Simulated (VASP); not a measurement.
A run of VASP 6.6.1 is set up as follows.

INCAR

```
SYSTEM = ZnO
ALGO     = Normal         ! electronic algorithm
EDIFF    = 1E-6           ! SCF threshold, eV
ENCUT    = 520            ! plane-wave cutoff, eV
GGA      = PE             ! functional
ISIF     = 2              ! what is computed and relaxed
ISMEAR   = -1             ! smearing method
LASPH    = .True.         ! aspherical terms in the spheres
LCHARG   = .False.        ! write CHGCAR
LREAL    = .False.        ! projectors in reciprocal space
LWAVE    = .False.        ! write WAVECAR
NBANDS   = 16             ! bands
NELM     = 100            ! most SCF steps
PREC     = Accurate       ! precision mode
SIGMA    = 0.06122561905347299 ! smearing width, eV
```

The input KPOINTS:

```
k-points
0
Gamma
  22 22 22
  0 0 0
```

Contents of POSCAR:

```
ZnO
1.0
    0.0000000000      2.1928918071      2.1928918071
    2.1928918071      0.0000000000      2.1928918071
    2.1928918071      2.1928918071      0.0000000000
Zn O
1 1
Direct
    0.0000000000      0.0000000000      0.0000000000
    0.5000000000      0.5000000000      0.5000000000
```

Potentials or basis: VASP PAW PBE potentials, release 64 (Zn, O).

Command:

```sh
$ cat potpaw_PBE.64/Zn/POTCAR potpaw_PBE.64/O/POTCAR > POTCAR
$ mpirun -np 1 vasp_std > vasp.out
```

(1) Predict the pressure.

(2) What does it give for the band gap on the k mesh?

## Answers

(1) -5.1 GPa.

(2) 0.56 eV, indirect (least direct gap 1.67 eV).
